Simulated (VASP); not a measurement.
# SiC (P6_3mc) in VASP: single point with PBE

Aim: the single point of SiC with PBE.

Program: VASP 6.6.1. These are calculated values, not measurements. Logs are shortened: lines on timing, memory, paths and dates and some standing lists are left out, and cuts for length are marked.

### Step 1. The cell of the first run

The structure is hexagonal, space group P6_3mc (No. 186). Conventional cell: a = 3.094 Å, b = 3.094 Å, c = 10.129 Å, α = 90.00°, β = 90.00°, γ = 120.00°. Si (site symmetry 3m) has 4 C at 1.90 Å within 2.5 Å. Within 2.5 Å of Si (site symmetry 3m) lie 4 C at 1.89 to 1.90 Å. Within 2.5 Å of C (site symmetry 3m) lie 4 Si at 1.89 to 1.90 Å. Within 2.5 Å of C (site symmetry 3m) lie 4 Si at 1.90 Å.

### Step 2. Single point, PBE

Contents of INCAR:

```
SYSTEM = SiC
ALGO     = Normal         ! electronic algorithm
EDIFF    = 1E-6           ! SCF threshold, eV
ENCUT    = 520            ! plane-wave cutoff, eV
GGA      = PE             ! functional
ISIF     = 2              ! what is computed and relaxed
ISMEAR   = 0              ! smearing method
LASPH    = .TRUE.         ! aspherical terms in the spheres
LCHARG   = .TRUE.         ! write CHGCAR
LELF     = .TRUE.         ! ELF
LREAL    = Auto         
LVHAR    = .TRUE.       
LWAVE    = .FALSE.        ! write WAVECAR
NBANDS   = 86             ! bands
NELM     = 80             ! most SCF steps
PREC     = Accurate       ! precision mode
SIGMA    = 0.01           ! smearing width, eV
```

Contents of KPOINTS:

```
k-points
0
G
  4 4 2
  0 0 0
```

Contents of POSCAR:

```
SiC
1.0
    3.0941201761     -5.3591733614      0.0000000000
   -6.1882403623      0.0000000058      0.0000000000
    0.0000000000      0.0000000000    -10.1293391959
Si C
16 16
Direct
    0.3333333333      0.1666666667      0.0621558122
    0.8333333333      0.1666666667      0.0621558122
    0.3333333333      0.6666666667      0.0621558122
    0.8333333333      0.6666666667      0.0621558122
    0.1666666667      0.3333333333      0.5621558122
    0.6666666667      0.3333333333      0.5621558122
    0.1666666667      0.8333333333      0.5621558122
    0.6666666667      0.8333333333      0.5621558122
    0.5000000000      0.0000000000      0.3121004435
    1.0000000000      0.0000000000      0.3121004435
    0.5000000000      0.5000000000      0.3121004435
    1.0000000000      0.5000000000      0.3121004435
    0.0000000000      0.5000000000      0.8121004435
    0.5000000000      0.5000000000      0.8121004435
    0.0000000000      1.0000000000      0.8121004435
    0.5000000000      1.0000000000      0.8121004435
    0.3333333333      0.1666666667      0.2501925542
    0.8333333333      0.1666666667      0.2501925542
    0.3333333333      0.6666666667      0.2501925542
    0.8333333333      0.6666666667      0.2501925542
    0.1666666667      0.3333333333      0.7501925542
    0.6666666667      0.3333333333      0.7501925542
    0.1666666667      0.8333333333      0.7501925542
    0.6666666667      0.8333333333      0.7501925542
    0.0000000000      0.0000000000      0.4995521901
    0.5000000000      0.0000000000      0.4995521901
    0.0000000000      0.5000000000      0.4995521901
    0.5000000000      0.5000000000      0.4995521901
    0.5000000000      0.5000000000      0.9995521901
    1.0000000000      0.5000000000      0.9995521901
    0.5000000000      1.0000000000      0.9995521901
    1.0000000000      1.0000000000      0.9995521901
```

Potentials or basis: VASP PAW PBE potentials, release 64 (Si, C).

Run with:

```
$ cat potpaw_PBE.64/Si/POTCAR potpaw_PBE.64/C/POTCAR > POTCAR
$ mpirun -np 1 vasp_std > vasp.out
```

OUTCAR:

```text
SYSTEM = SiC
   EDIFF = 1E-6
   ENCUT = 520
   GGA = PE
   ISIF = 2
   ISMEAR = 0
   LASPH = .TRUE.
   LREAL = Auto
   NELM = 80
   PREC = Accurate

 ion  position               nearest neighbor table
   1  0.333  0.167  0.062-  29 1.90  32 1.90  31 1.90  17 1.90   3 3.09   3 3.09   2 3.09   2 3.09
                             4 3.09   4 3.09  11 3.10  10 3.10   9 3.10  14 3.10  15 3.10  16 3.10
   2  0.833  0.167  0.062-  30 1.90  31 1.90  32 1.90  18 1.90   4 3.09   4 3.09   1 3.09   1 3.09
                             3 3.09   3 3.09  12 3.10   9 3.10  10 3.10  13 3.10  16 3.10  15 3.10
   3  0.333  0.667  0.062-  31 1.90  30 1.90  29 1.90  19 1.90   1 3.09   1 3.09   4 3.09   4 3.09
                             2 3.09   2 3.09   9 3.10  12 3.10  11 3.10  16 3.10  13 3.10  14 3.10
   4  0.833  0.667  0.062-  32 1.90  29 1.90  30 1.90  20 1.90   2 3.09   2 3.09   3 3.09   3 3.09
                             1 3.09   1 3.09  10 3.10  11 3.10  12 3.10  15 3.10  14 3.10  13 3.10
   5  0.167  0.333  0.562-  25 1.90  28 1.90  27 1.90  21 1.90   7 3.09   7 3.09   6 3.09   6 3.09
                             8 3.09   8 3.09  15 3.10  14 3.10  13 3.10  10 3.10  11 3.10  12 3.10
   6  0.667  0.333  0.562-  26 1.90  27 1.90  28 1.90  22 1.90   8 3.09   8 3.09   5 3.09   5 3.09
                             7 3.09   7 3.09  16 3.10  13 3.10  14 3.10   9 3.10  12 3.10  11 3.10
   7  0.167  0.833  0.562-  27 1.90  26 1.90  25 1.90  23 1.90   5 3.09   5 3.09   8 3.09   8 3.09
                             6 3.09   6 3.09  13 3.10  16 3.10  15 3.10  12 3.10   9 3.10  10 3.10
   8  0.667  0.833  0.562-  28 1.90  25 1.90  26 1.90  24 1.90   6 3.09   6 3.09   7 3.09   7 3.09
                             5 3.09   5 3.09  14 3.10  15 3.10  16 3.10  11 3.10  10 3.10   9 3.10
   9  0.500  0.000  0.312-  19 1.89  18 1.89  17 1.89  26 1.90  11 3.09  11 3.09  10 3.09  10 3.09
[... 38 lines left out ...]
 A1 = (   3.0941201761,  -5.3591733614,   0.0000000000)
 A2 = (  -6.1882403623,   0.0000000058,   0.0000000000)
 A3 = (   0.0000000000,   0.0000000000, -10.1293391959)

Analysis of symmetry for initial positions (statically):
=====================================================================
 Subroutine PRICEL returns following result:

  LATTYP: Found a hexagonal cell.
 ALAT       =     3.0941201812
 C/A-ratio  =     3.2737381236

  Lattice vectors:

 A1 = (   1.5470600881,  -2.6795866807,   0.0000000000)
 A2 = (  -3.0941201812,   0.0000000029,   0.0000000000)
 A3 = (   0.0000000000,   0.0000000000, -10.1293391959)

   4 primitive cells build up your supercell.

 Routine SETGRP: Setting up the symmetry group for a
 hexagonal supercell.

 Subroutine GETGRP returns: Found 12 space group operations
 (whereof  6 operations were pure point group operations)
 out of a pool of 24 trial point group operations.

The static configuration has the point symmetry C_3v.
 The point group associated with its full space group is C_6v.

Analysis of symmetry for dynamics (positions and initial velocities):
=====================================================================
 Subroutine PRICEL returns following result:

  LATTYP: Found a hexagonal cell.
 ALAT       =     3.0941201812
 C/A-ratio  =     3.2737381236

  Lattice vectors:

 A1 = (   1.5470600881,  -2.6795866807,   0.0000000000)
 A2 = (  -3.0941201812,   0.0000000029,   0.0000000000)
 A3 = (   0.0000000000,   0.0000000000, -10.1293391959)

   4 primitive cells build up your supercell.

 Routine SETGRP: Setting up the symmetry group for a
 hexagonal supercell.

 Subroutine GETGRP returns: Found 12 space group operations
 (whereof  6 operations were pure point group operations)
 out of a pool of 24 trial point group operations.

The dynamic configuration has the point symmetry C_3v.
 The point group associated with its full space group is C_6v.

 Subroutine INISYM returns: Found 12 space group operations
 (whereof  6 operations are pure point group operations),
 and found     4 'primitive' translations

----------------------------------------------------------------------------------------

                                     Primitive cell

  volume of cell :      83.9820

  direct lattice vectors                    reciprocal lattice vectors
     1.547060088 -2.679586681  0.000000000    -0.000000000 -0.373191884  0.000000000
    -3.094120181  0.000000003  0.000000000    -0.323193652 -0.186595941  0.000000000
     0.000000000  0.000000000-10.129339196     0.000000000  0.000000000 -0.098723123

  length of vectors
     3.094120181  3.094120181 10.129339196     0.373191884  0.373191884  0.098723123

  position of ions in fractional coordinates (direct lattice)
     0.666666667  0.333333333  0.062155812
     0.333333333  0.666666667  0.562155812
     1.000000000  1.000000000  0.312100444
     1.000000000  1.000000000  0.812100444
     0.666666667  0.333333333  0.250192554
     0.333333333  0.666666667  0.750192554
     1.000000000  1.000000000  0.499552190
     1.000000000  1.000000000  0.999552190

  ion indices of the primitive-cell ions
   primitive index   ion index
                 1           1
                 2           5
                 3           9
                 4          16
                 5          17
                 6          21
                 7          26
                 8          31

----------------------------------------------------------------------------------------

 KPOINTS: k-points

Automatic generation of k-mesh.
 Grid dimensions read from file:
 generate k-points for:    4    4    2

 Generating k-lattice:

  Cartesian coordinates                     Fractional coordinates (reciprocal lattice)
    -0.000000000 -0.046648985  0.000000000     0.250000000  0.000000000  0.000000000
    -0.040399206 -0.023324493  0.000000000    -0.000000000  0.250000000  0.000000000
     0.000000000  0.000000000 -0.049361562     0.000000000  0.000000000  0.500000000

  Length of vectors
     0.046648985  0.046648985  0.049361562

  Shift w.r.t. Gamma in fractional coordinates (k-lattice)
     0.000000000  0.000000000  0.000000000

 Subroutine IBZKPT returns following result:
 ===========================================

 Found      8 irreducible k-points:

 Following reciprocal coordinates:
            Coordinates               Weight
  0.000000  0.000000  0.000000      1.000000
  0.250000  0.000000  0.000000      6.000000
  0.500000  0.000000  0.000000      3.000000
  0.250000  0.250000  0.000000      6.000000
  0.000000  0.000000  0.500000      1.000000
  0.250000  0.000000  0.500000      6.000000
  0.500000  0.000000  0.500000      3.000000
  0.250000  0.250000  0.500000      6.000000
   k-points           NKPTS =      8   k-points in BZ     NKDIM =      8   number of bands    NBANDS=     86
   number of dos      NEDOS =    301   number of ions     NIONS =     32
   total plane-waves  NPLWV = 184320
   dimension x,y,z NGX =    48 NGY =   48 NGZ =   80
   dimension x,y,z NGXF=    96 NGYF=   96 NGZF=  160
   ions per type =              16  16
   NGX,Y,Z   is equivalent  to a cutoff of  12.90, 12.90, 13.13 a.u.
   NGXF,Y,Z  is equivalent  to a cutoff of  25.79, 25.79, 26.26 a.u.
 SYSTEM =  SiC
   PREC   = accura    normal or accurate (medium, high low for compatibility)
   ISTART =      0    job   : 0-new  1-cont  2-samecut
   ICHARG =      2    charge: 1-file 2-atom 10-const
   ISPIN  =      1    spin polarized calculation?
   LNONCOLLINEAR =      F non collinear calculations
   LSORBIT =      F    spin-orbit coupling
   LASPH  =      T    aspherical Exc in radial PAW
   ENCUT  =  520.0 eV  38.22 Ry    6.18 a.u.  11.51 11.51 18.83*2*pi/ulx,y,z
   NELM   =     80;   NELMIN=  2; NELMDL= -5     # of ELM steps
   EDIFF  = 0.1E-05   stopping-criterion for ELM
   LREAL  =      T    real-space projection
   EDIFFG = 0.1E-04   stopping-criterion for IOM
   NSW    =      0    number of steps for IOM
   IBRION =     -1    ionic relax: 0-MD 1-quasi-New 2-CG
   NFREE  =      0    steps in history (QN), initial steepest desc. (CG)
   ISIF   =      2    stress and relaxation
   ISYM   =      2    0-nonsym 1-usesym 2-fastsym
   POTIM  = 0.5000    time-step for ionic-motion
   TEBEG  =    0.0;   TEEND  =   0.0 temperature during run
   PSTRESS=    0.0 pullay stress
   NELECT =     128.0000    total number of electrons
   NUPDOWN=      -1.0000    fix difference up-down
   EMIN   =  10.00;   EMAX   =-10.00  energy-range for DOS
   EFERMI =   0.00;   METHOD = LEGACY
   ISMEAR =     0;   SIGMA  =   0.01  broadening in eV -4-tet -1-fermi 0-gaus
   EFERMI_NEDOS =   21; number of points for ismear=-14 and -15
   IALGO  =     38    algorithm
   IMIX   =      4    mixing-type and parameters
     AMIX     =   0.40;   BMIX     =  1.00
     AMIX_MAG =   1.60;   BMIX_MAG =  1.00
  volume/ion in A,a.u.               =      10.50        70.84
  Fermi-wavevector in a.u.,A,eV,Ry     =   1.186851  2.242823 19.165368  1.408615
  Thomas-Fermi vector in A             =   2.323015
   LORBIT       =      0    0 simple, 1 ext, 2 COOP (PROOUT), +10 PAW based schemes
   GGA     = PE    functional components
   LHFCALC =     F    Hartree Fock is set to
   AEXX    =    0.0000 exact exchange contribution
   IVDW    =     0    specifies the selected vdW correction
   LEPSILON=     F    determine dielectric tensor
   LRPA    =     F    only Hartree local field effects (RPA)
 non-spin polarized calculation
 Gauss-broadening in eV      SIGMA  =   0.01
  energy-cutoff  :      520.00
  volume of cell :      335.93
 maximum number of plane-waves:      9074
 NGX is ok and might be reduce to    48
   NGX = 23   NGY = 23   NGZ = 37

 number of electron     128.0000004 magnetization

 Free energy of the ion-electron system (eV)
  ---------------------------------------------------
  ext. energy  EPLUGINS =         0.00000000
  ---------------------------------------------------
  free energy    TOTEN  =      -241.00222709 eV

  energy without entropy =     -241.00222709  energy(sigma->0) =     -241.00222709

 E-fermi :   8.0825     XC(G=0): -11.2896

 val. band max:        8.0115241983   @ k =   0.0000   0.0000   0.0000
 cond. band min:      10.2337813988   @ k =   0.0000   0.0000   0.0000
 fundamental gap:      2.2222572004
 Fermi energy:         8.0824616567

 k-point     1 :       0.0000    0.0000    0.0000
  band No.  band energies     occupation
      1      -7.3547      2.00000
      2      -6.1915      2.00000
      3      -6.1559      2.00000
      4      -3.9877      2.00000
      5      -3.9877      2.00000
      6      -3.9877      2.00000
[... 621 lines left out ...]
     75      13.4999      0.00000
     76      13.4999      0.00000
 [bands above 76 left out]

------------------------ aborting loop because EDIFF is reached ----------------------------------------

  FORCE on cell =-STRESS in cart. coord.  units (eV):
  Direction    XX          YY          ZZ          XY          YZ          ZX
  --------------------------------------------------------------------------------------
  -------------------------------------------------------------------------------------
  Total       -0.0906300     -0.0906300     -0.1292443     -0.0000000      0.0000000      0.0000000
  in kB       -0.4322513     -0.4322513     -0.6164188     -0.0000000      0.0000000      0.0000000
  external PRESSURE =      -0.4936405 kB  Pullay stress =       0.0000000 kB

 VOLUME and BASIS-vectors are now :
 -----------------------------------------------------------------------------
  energy-cutoff  :      520.00
  volume of cell :      335.93
      direct lattice vectors                 reciprocal lattice vectors
     3.094120176 -5.359173361  0.000000000    -0.000000000 -0.186595942  0.000000000
    -6.188240362  0.000000006  0.000000000    -0.161596826 -0.093297971  0.000000000
     0.000000000  0.000000000-10.129339196     0.000000000  0.000000000 -0.098723123

 POSITION                                       TOTAL-FORCE (eV/Angst)
 -----------------------------------------------------------------------------------
     -0.00000     -1.78639     -0.62960         0.000000      0.000000      0.004238
      1.54706     -4.46598     -0.62960         0.000000     -0.000000      0.004238
     -3.09412     -1.78639     -0.62960         0.000000     -0.000000      0.004238
     -1.54706     -4.46598     -0.62960         0.000000      0.000000      0.004238
     -1.54706     -0.89320     -5.69427        -0.000000      0.000000      0.004238
     -0.00000     -3.57278     -5.69427        -0.000000      0.000000      0.004238
[... 24 lines left out ...]
      1.54706     -2.67959    -10.12480         0.000000     -0.000000     -0.003501
      0.00000      0.00000    -10.12480         0.000000     -0.000000     -0.003501
 -----------------------------------------------------------------------------------
    total drift:                                0.000000      0.000000      0.029504

  FREE ENERGIE OF THE ION-ELECTRON SYSTEM (eV)
  ---------------------------------------------------
  free  energy   TOTEN  =      -241.0022270941 eV

  energy  without entropy=     -241.0022270941  energy(sigma->0) =     -241.00222709
```

It took 6.6 min on 1 thread of Oxide Virtual Turin-like, shared host; peak memory 0.45 GiB.

Results:

* Free energy: -241.0022 eV
* Pressure: 0.0 GPa
* Largest force: 0.004 eV/Å
* Band gap on the k mesh: 2.22 eV

Forces in eV/Å, atoms in the order of the input:
```
Si   0.000  0.000  0.004
Si   0.000  0.000  0.004
Si   0.000  0.000  0.004
Si   0.000  0.000  0.004
Si   0.000  0.000  0.004
Si   0.000  0.000  0.004
Si   0.000  0.000  0.004
Si   0.000  0.000  0.004
Si   0.000  0.000 -0.002
Si   0.000  0.000 -0.002
Si   0.000  0.000 -0.002
Si   0.000  0.000 -0.002
Si   0.000  0.000 -0.002
Si   0.000  0.000 -0.002
Si   0.000  0.000 -0.002
Si   0.000  0.000 -0.002
C    0.000  0.000  0.001
C    0.000  0.000  0.001
C    0.000  0.000  0.001
C    0.000  0.000  0.001
C    0.000  0.000  0.001
C    0.000  0.000  0.001
C    0.000  0.000  0.001
C    0.000  0.000  0.001
C    0.000  0.000 -0.004
C    0.000  0.000 -0.004
C    0.000  0.000 -0.004
C    0.000  0.000 -0.004
C    0.000  0.000 -0.004
C    0.000  0.000 -0.004
C    0.000  0.000 -0.004
C    0.000  0.000 -0.004
```

A k mesh can miss the band edges.
